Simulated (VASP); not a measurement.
Wanted: the native input for a VASP 6.6.1 run.

```
Task                   : single point
Functional             : r2SCAN
Potentials or basis    : VASP PAW PBE potentials, release 64 (Bi_d, Te)
Cutoff                 : 520 eV
k mesh                 : 9 × 9 × 9
Occupations            : fermi-dirac, width 0.1 eV
Spin                   : no spin polarisation
Dipole correction      : no
Further INCAR settings : ALGO = Normal; EDIFF = 1e-06; NBANDS = 18
```

Crystal: BiTe.

```
CELL_PARAMETERS angstrom
0.00000 3.23745 3.23745
3.23745 0.00000 3.23745
3.23745 3.23745 0.00000
ATOMIC_POSITIONS crystal
Bi 0.00000 0.00000 0.00000
Te 0.50000 0.50000 0.50000
```

The input as run:

POSCAR

```
BiTe
1.0
    0.0000000000      3.2374487800      3.2374487800
    3.2374487800      0.0000000000      3.2374487800
    3.2374487800      3.2374487800      0.0000000000
Bi Te
1 1
Direct
    0.0000000000      0.0000000000      0.0000000000
    0.5000000000      0.5000000000      0.5000000000
```

INCAR.step1

```
ALGO = Normal
EDIFF = 1E-4
ENCUT = 520
GGA = PE
ISMEAR = -1
LASPH = True
LCHARG = False
LREAL = False
LWAVE = True
NBANDS = 18
NELM = 60
PREC = Accurate
SIGMA = 0.1
```

INCAR.step2

```
ALGO = Normal
EDIFF = 1E-6
ENCUT = 520
ISIF = 2
ISMEAR = -1
ISTART = 1
LASPH = True
LCHARG = False
LMIXTAU = True
LREAL = False
LWAVE = False
METAGGA = R2SCAN
NBANDS = 18
NELM = 60
PREC = Accurate
SIGMA = 0.1
```

KPOINTS

```
k-points
0
Gamma
  9 9 9
```

Potentials or basis: VASP PAW PBE potentials, release 64 (Bi_d, Te).

Launch:

```console
$ cat potpaw_PBE.64/Bi_d/POTCAR potpaw_PBE.64/Te/POTCAR > POTCAR
$ cp INCAR.step1 INCAR
$ mpirun -np 1 vasp_std > vasp.out
$ cp INCAR.step2 INCAR
$ mpirun -np 1 vasp_std > vasp.out
```

Results of the run:

- Pressure: -0.1 GPa

Caveat: the PAW data sets were made with another functional, which shifts forces and pressure a little.

Run time: 4.8 min on 1 thread of AMD EPYC 7R13 (shared host), peak memory 0.21 GiB.
